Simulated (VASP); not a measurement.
# TiC (Fm-3m) in VASP: notebook, part 2 of 2

VASP 6.6.1.

## Step 4: Electric field gradients, PBEsol (10.74 Å³/atom)

This run uses another cell than the first one, of 10.74 Å³/atom.

INCAR reads:

```
PREC = Accurate ; ENCUT = 520
EDIFF = 1E-8 ; ISMEAR = -1
SIGMA = 0.03 ; LREAL = F
LASPH = T ; NELM = 100
ALGO = Normal ; ISIF = 2
LWAVE = F ; LCHARG = F
GGA = PS ; LEFG = T
NBANDS = 15
```

KPOINTS reads:

```
Automatic mesh
0
Gamma
  16 16 16
```

POSCAR reads:

```
TiC
1.0
    0.0000000000      2.2064421477      2.2064421477
    2.2064421477      0.0000000000      2.2064421477
    2.2064421477      2.2064421477      0.0000000000
Ti C
1 1
Direct
    0.0000000000      0.0000000000      0.0000000000
    0.5000000000      0.5000000000      0.5000000000
```

Potentials or basis: VASP PAW PBE potentials, release 64 (Ti_sv, C).

Launch:

```sh
$ cat potpaw_PBE.64/Ti_sv/POTCAR potpaw_PBE.64/C/POTCAR > POTCAR
$ mpirun -np 1 vasp_std > vasp.out
```

OUTCAR:

```text
PREC = Accurate
   ENCUT = 520
   EDIFF = 1E-8
   ISMEAR = -1
   LREAL = F
   LASPH = T
   NELM = 100
   ISIF = 2
   GGA = PS

 ion  position               nearest neighbor table
   1  0.000  0.000  0.000-   2 2.21   2 2.21   2 2.21   2 2.21   2 2.21   2 2.21
   2  0.500  0.500  0.500-   1 2.21   1 2.21   1 2.21   1 2.21   1 2.21   1 2.21

  LATTYP: Found a face centered cubic cell.
 ALAT       =     4.4128842954

  Lattice vectors:

 A1 = (   0.0000000000,   2.2064421477,   2.2064421477)
 A2 = (   2.2064421477,   0.0000000000,   2.2064421477)
 A3 = (   2.2064421477,   2.2064421477,   0.0000000000)

Analysis of symmetry for initial positions (statically):
=====================================================================
 Subroutine PRICEL returns:
 Original cell was already a primitive cell.

 Routine SETGRP: Setting up the symmetry group for a
 face centered cubic supercell.

 Subroutine GETGRP returns: Found 48 space group operations
 (whereof 48 operations were pure point group operations)
 out of a pool of 48 trial point group operations.

The static configuration has the point symmetry O_h .

Analysis of symmetry for dynamics (positions and initial velocities):
=====================================================================
 Subroutine PRICEL returns:
 Original cell was already a primitive cell.

 Routine SETGRP: Setting up the symmetry group for a
 face centered cubic supercell.

 Subroutine GETGRP returns: Found 48 space group operations
 (whereof 48 operations were pure point group operations)
 out of a pool of 48 trial point group operations.

The dynamic configuration has the point symmetry O_h .

 Subroutine INISYM returns: Found 48 space group operations
 (whereof 48 operations are pure point group operations),
 and found     1 'primitive' translations

----------------------------------------------------------------------------------------

                                     Primitive cell

  volume of cell :      21.4836

  direct lattice vectors                    reciprocal lattice vectors
     0.000000000  2.206442148  2.206442148    -0.226609159  0.226609159  0.226609159
     2.206442148  0.000000000  2.206442148     0.226609159 -0.226609159  0.226609159
     2.206442148  2.206442148  0.000000000     0.226609159  0.226609159 -0.226609159

  length of vectors
     3.120380410  3.120380410  3.120380410     0.392498577  0.392498577  0.392498577

  position of ions in fractional coordinates (direct lattice)
     0.000000000  0.000000000  0.000000000
     0.500000000  0.500000000  0.500000000

  ion indices of the primitive-cell ions
   primitive index   ion index
                 1           1
                 2           2

----------------------------------------------------------------------------------------

 KPOINTS: Automatic mesh

Automatic generation of k-mesh.
 Grid dimensions read from file:
 generate k-points for:   16   16   16

 Generating k-lattice:

  Cartesian coordinates                     Fractional coordinates (reciprocal lattice)
    -0.014163072  0.014163072  0.014163072     0.062500000  0.000000000  0.000000000
[... 74 lines left out ...]
   ISMEAR =    -1;   SIGMA  =   0.03  broadening in eV -4-tet -1-fermi 0-gaus
   EFERMI_NEDOS =   21; number of points for ismear=-14 and -15
   IALGO  =     38    algorithm
   IMIX   =      4    mixing-type and parameters
     AMIX     =   0.40;   BMIX     =  1.00
     AMIX_MAG =   1.60;   BMIX_MAG =  1.00
  volume/ion in A,a.u.               =      10.74        72.49
  Fermi-wavevector in a.u.,A,eV,Ry     =   1.483926  2.804214 29.960529  2.202037
  Thomas-Fermi vector in A             =   2.597527
   LORBIT       =      0    0 simple, 1 ext, 2 COOP (PROOUT), +10 PAW based schemes
   GGA     = PS    functional components
   LHFCALC =     F    Hartree Fock is set to
   AEXX    =    0.0000 exact exchange contribution
   IVDW    =     0    specifies the selected vdW correction
   LEPSILON=     F    determine dielectric tensor
   LRPA    =     F    only Hartree local field effects (RPA)
 non-spin polarized calculation
  energy-cutoff  :      520.00
  volume of cell :       21.48
 maximum number of plane-waves:       604
   NGX = 11   NGY = 11   NGZ = 11

 number of electron      15.9999998 magnetization

 Free energy of the ion-electron system (eV)
  ---------------------------------------------------
  ext. energy  EPLUGINS =         0.00000000
  ---------------------------------------------------
  free energy    TOTEN  =       -19.69955166 eV

  energy without entropy =      -19.69815976  energy(sigma->0) =      -19.69885571

 E-fermi :   8.6463     XC(G=0): -12.5729

 val. band max:        8.6343783585   @ k =  -0.0625   0.0625   0.0000
 cond. band min:       8.6492390441   @ k =  -0.0625   0.0625   0.0000
 fundamental gap:      0.0148606856
 Fermi energy:         8.6462861238

 k-point     1 :       0.0000    0.0000    0.0000
  band No.  band energies     occupation
      1     -47.8343      2.00000
      2     -23.9862      2.00000
      3     -23.9862      2.00000
      4     -23.9862      2.00000
      5      -3.4468      2.00000
      6       9.3000      0.00000
      7       9.3000      0.00000
      8       9.3000      0.00000
      9      10.2666      0.00000
     10      10.2666      0.00000
     11      10.2918      0.00000
     12      10.2918      0.00000
     13      10.2918      0.00000
     14      18.3289      0.00000
[... 401 lines left out ...]
      2     -24.0247      2.00000
      3     -23.9970      2.00000
      4     -23.9874      2.00000
      5      -3.2277      2.00000
      6       8.4534      1.99678
      7       8.6344      1.19590
      8       8.6492      0.95082
      9       9.4033      0.00000
     10       9.9509      0.00000
     11      10.8312      0.00000
     12      11.3244      0.00000
     13      12.1562      0.00000
     14      18.7481      0.00000
     15      22.3796      0.00000

 [... further k-points ...]
[... 5 lines left out ...]
  --------------------------------------------------------------------------------------
  -------------------------------------------------------------------------------------
  Total       -2.4637167     -2.4637167     -2.4637167      0.0000000      0.0000000      0.0000000
  in kB     -183.7357728   -183.7357728   -183.7357728      0.0000000      0.0000000      0.0000000
  external PRESSURE =    -183.7357728 kB  Pullay stress =       0.0000000 kB

 VOLUME and BASIS-vectors are now :
 -----------------------------------------------------------------------------
  energy-cutoff  :      520.00
  volume of cell :       21.48
      direct lattice vectors                 reciprocal lattice vectors
     0.000000000  2.206442148  2.206442148    -0.226609159  0.226609159  0.226609159
     2.206442148  0.000000000  2.206442148     0.226609159 -0.226609159  0.226609159
     2.206442148  2.206442148  0.000000000     0.226609159  0.226609159 -0.226609159

 POSITION                                       TOTAL-FORCE (eV/Angst)
 -----------------------------------------------------------------------------------
      0.00000      0.00000      0.00000         0.000000      0.000000      0.000000
      2.20644      2.20644      2.20644        -0.000000     -0.000000     -0.000000
 -----------------------------------------------------------------------------------
    total drift:                                0.000000     -0.000000     -0.000000

  FREE ENERGIE OF THE ION-ELECTRON SYSTEM (eV)
  ---------------------------------------------------
  free  energy   TOTEN  =       -19.6995516621 eV

  energy  without entropy=      -19.6981597574  energy(sigma->0) =      -19.69885571

 Electric field gradients (V/A^2)
---------------------------------------------------------------------
 ion       V_xx      V_yy      V_zz      V_xy      V_xz      V_yz
---------------------------------------------------------------------
   1       0.000    -0.000    -0.000    -0.001    -0.001    -0.001
   2      -0.000     0.000    -0.000     0.000     0.000     0.000
---------------------------------------------------------------------

 Electric field gradients after diagonalization (V/A^2)
 (convention: |V_zz| > |V_xx| > |V_yy|)
----------------------------------------------------------------------
 ion       V_xx      V_yy      V_zz     asymmetry (V_yy - V_xx)/ V_zz
----------------------------------------------------------------------
   1       0.001     0.001    -0.001       0.000
   2      -0.000    -0.000     0.000       0.000
----------------------------------------------------------------------

           NMR quadrupolar parameters

 Cq : quadrupolar parameter    Cq=e*Q*V_zz/h
 eta: asymmetry parameters     (V_yy - V_xx)/ V_zz
 Q  : nuclear electric quadrupole moment in mb (millibarn)
----------------------------------------------------------------------
 ion       Cq(MHz)       eta       Q (mb)
----------------------------------------------------------------------
   1      -0.000       0.000       1.000
   2       0.000       0.000       1.000
----------------------------------------------------------------------
```

OSZICAR:

```text
N       E                     dE             d eps       ncg     rms          rms(c)
DAV:   1     0.115562632653E+03    0.11556E+03   -0.79840E+03  4357   0.126E+03
DAV:   2    -0.174532876667E+02   -0.13302E+03   -0.12517E+03  4693   0.332E+02
DAV:   3    -0.250098503483E+02   -0.75566E+01   -0.74394E+01  5711   0.772E+01
DAV:   4    -0.252654036289E+02   -0.25555E+00   -0.25527E+00  5366   0.131E+01
DAV:   5    -0.252710339216E+02   -0.56303E-02   -0.56292E-02  5705   0.178E+00    0.173E+01
DAV:   6    -0.204435768819E+02    0.48275E+01   -0.11679E+01  6161   0.554E+01    0.712E+00
DAV:   7    -0.197671567284E+02    0.67642E+00   -0.22657E+00  5134   0.211E+01    0.458E+00
DAV:   8    -0.197520212259E+02    0.15136E-01   -0.11411E-01  4889   0.287E+00    0.386E+00
DAV:   9    -0.197051717471E+02    0.46849E-01   -0.13575E-01  5557   0.568E+00    0.926E-01
DAV:  10    -0.197040392616E+02    0.11325E-02   -0.20071E-02  5562   0.124E+00    0.711E-01
DAV:  11    -0.197012596135E+02    0.27796E-02   -0.27442E-03  5009   0.805E-01    0.497E-01
DAV:  12    -0.196996604959E+02    0.15991E-02   -0.28162E-03  4973   0.937E-01    0.117E-01
DAV:  13    -0.196995743958E+02    0.86100E-04   -0.19868E-04  4896   0.186E-01    0.643E-02
DAV:  14    -0.196995536325E+02    0.20763E-04   -0.51588E-05  5739   0.566E-02    0.136E-02
DAV:  15    -0.196995528255E+02    0.80705E-06   -0.28647E-06  4861   0.175E-02    0.839E-03
DAV:  16    -0.196995520165E+02    0.80899E-06   -0.72188E-07  5290   0.158E-02    0.560E-03
DAV:  17    -0.196995516527E+02    0.36378E-06   -0.27167E-07  5183   0.740E-03    0.197E-03
DAV:  18    -0.196995516621E+02   -0.93717E-08   -0.22013E-08  5035   0.126E-03
   1 F= -.19699552E+02 E0= -.19698856E+02  d E =-.139190E-02
```

Wall time 73 s (1 thread of Intel Xeon 8259CL, shared host); peak memory 0.17 GiB.

What came out:

| Quantity | Value |
| --- | --- |
| Free energy | -19.6996 eV |
| Pressure | -18.4 GPa |
| Band gap on the k mesh | zero (bands 8 and 9 overlap by 1.03 eV) |
| Largest electric field gradient by atom | zero within the noise of the run |

Caveat: the cell stands under tension; the PAW data sets were made with another functional, which shifts forces and pressure a little.

## Step 5: Single point, PBEsol

This run uses another cell than the first one, of 10.13 Å³/atom.

POSCAR reads:

```
TiC
1.0
    0.0000000000      2.1640000000      2.1640000000
    2.1640000000      0.0000000000      2.1640000000
    2.1640000000      2.1640000000      0.0000000000
Ti C
1 1
Direct
    0.0000000000      0.0000000000      0.0000000000
    0.5000000000      0.5000000000      0.5000000000
```

INCAR.step1 reads:

```
ALGO = Normal
EDIFF = 1E-6
ENCUT = 520
GGA = PS
ISIF = 2
ISMEAR = -1
LASPH = True
LCHARG = True
LMAXMIX = 4
LREAL = False
LWAVE = False
NBANDS = 15
NELM = 80
PREC = Accurate
SIGMA = 0.03
```

KPOINTS.step1 reads:

```
k-points
0
Gamma
  16 16 16
```

INCAR.step2 reads:

```
ALGO = Normal
EDIFF = 1E-6
ENCUT = 520
GGA = PS
ICHARG = 11
ISIF = 2
ISMEAR = -5
LASPH = True
LCHARG = False
LMAXMIX = 4
LORBIT = 10
LREAL = False
LWAVE = False
NEDOS = 2001
NELM = 80
PREC = Accurate
SIGMA = 0.03
```

KPOINTS.step2 reads:

```
k-points
0
Gamma
  24 24 24
```

Launch:

```sh
$ cat potpaw_PBE.64/Ti_sv/POTCAR potpaw_PBE.64/C/POTCAR > POTCAR
$ cp INCAR.step1 INCAR
$ cp KPOINTS.step1 KPOINTS
$ mpirun -np 1 vasp_std > vasp.out
$ cp INCAR.step2 INCAR
$ cp KPOINTS.step2 KPOINTS
$ mpirun -np 1 vasp_std > vasp.out
```

Run time: 1.9 min. Hardware: 1 thread of Intel Xeon 8259CL, shared host; peak memory 0.23 GiB.

Results (log left out):

```yaml
Valence_electrons_inside_the_program's_atomic_spheres: Ti 10.42; C 2.38
```

Levels at points of the mesh, in eV from the Fermi level:
| k point | band 6 | band 7 | band 8 | band 9 | band 10 | band 11 |
| --- | --- | --- | --- | --- | --- | --- |
| (0.00, 0.00, 0.00) | 0.65 | 0.65 | 0.65 | 1.70 | 1.70 | 1.70 |
| (0.50, 0.00, 0.00) | -5.90 | -2.91 | -2.91 | 2.92 | 2.92 | 4.11 |
| (0.50, 0.50, 0.00) | -3.45 | -1.69 | -0.03 | -0.03 | 2.73 | 3.52 |

Caveat: the PAW data sets were made with another functional, which shifts forces and pressure a little; tetrahedron occupations give inexact forces and stress in metals.

## Step 6: Summary

```csv
task,cell,k mesh for the DOS,occupations for the DOS,gap on the mesh (eV),pressure (GPa)
electric field gradients,"a = 3.101 Å, angles 60.0°, 2 atoms",-,-,none,-14.6
electric field gradients,"a = 3.120 Å, angles 60.0°, 2 atoms",-,-,none,-18.4
single point,"a = 3.060 Å, angles 60.0°, 2 atoms",24 × 24 × 24,tetrahedron,-,-
```

Alike in all rows: level PBEsol; potentials or basis VASP PAW PBE potentials, release 64 (Ti_sv, C); no spin polarisation; k mesh 16 × 16 × 16; cutoff (eV) 520; smearing fermi-dirac 0.03 eV.

Caveats: the PAW data sets were made with another functional, which shifts forces and pressure a little; the cell stands under tension (at least some runs); tetrahedron occupations give inexact forces and stress in metals (at least some runs).

Total energies depend on the potentials used, so only differences within one code and one set of settings carry meaning.
